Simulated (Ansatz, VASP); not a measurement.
## HfO2 in VASP and in Ansatz

```
Hf O
1.0
     0.00000    2.56610    2.56610
     2.56610    0.00000    2.56610
     2.56610    2.56610    0.00000
Hf O
1 2
Cartesian
  0.0000 0.0000 0.0000
  1.2830 1.2830 1.2830
  3.8491 3.8491 3.8491
```

Alike in both runs: task single point; functional PBE; k mesh 9 × 9 × 9; non-collinear spin, spin-orbit coupling.

|  | VASP | Ansatz |
| --- | --- | --- |
| version | VASP 6.6.1 | Ansatz 0.2.0 |
| potentials or method | VASP PAW PBE potentials, release 64 (Hf_pv, O), cutoff 520 eV | PAW plane waves |
| occupations | fermi-dirac, width 0.1 eV | fermi-dirac |
| valence electrons in the cell | 22 | 38 |

VASP gave:

* pressure (GPa): -8.1

Q: What did Ansatz give for the same quantities?

A: Pressure (GPa): -5.0.

VASP's potentials hold 22 valence electrons a cell and Ansatz's 38, so a difference there can come from the potentials and not from the codes.
